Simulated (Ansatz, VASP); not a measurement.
One calculation of Si3N4, two programs

```
CELL_PARAMETERS angstrom
7.64530 0.00000 0.00000
-3.82265 6.62102 0.00000
0.00000 0.00000 2.92152
ATOMIC_POSITIONS crystal
Si 0.76800 0.17417 0.32563
Si 0.59382 0.76800 0.82563
Si 0.82583 0.59382 0.32563
Si 0.23200 0.82583 0.82563
Si 0.40618 0.23200 0.32563
Si 0.17417 0.40618 0.82563
N 0.03006 0.32987 0.32564
N 0.70019 0.03006 0.82564
N 0.67013 0.70019 0.32564
N 0.96994 0.67013 0.82564
N 0.29981 0.96994 0.32564
N 0.32987 0.29981 0.82564
N 0.33333 0.66667 0.82557
N 0.66667 0.33333 0.32557
```

Change from the starting cell: volume scaled by 1.02, ions relaxed.

Alike in both runs: functional PBE; k mesh 4 × 4 × 10; occupations fermi-dirac, width 0.02 eV; no spin polarisation.

Ansatz relaxed the structure, and its values are those at the end. VASP's run is a single point on that final structure, the one shown.

|  | VASP | Ansatz |
| --- | --- | --- |
| version | VASP 6.6.1 | Ansatz 0.2.0 |
| potentials or method | VASP PAW PBE potentials, release 64 (Si, N) | plane-wave PAW, scalar-relativistic |
| plane-wave cutoff (eV) | 520 | 420 |
| valence electrons in the cell | 64 | 64 |

|  | VASP | Ansatz | Ansatz less VASP |
| --- | --- | --- | --- |
| gap on the k mesh at the Fermi level (eV) | 4.27 | 4.28 | +0.011 |
| pressure (GPa) | 1.2 | 1.5 | +0.29 |
| rms of the force components (eV/Å) | 0.009 | 0.008 | -0.0015 |

Ansatz's warnings: stress scf threshold loose.
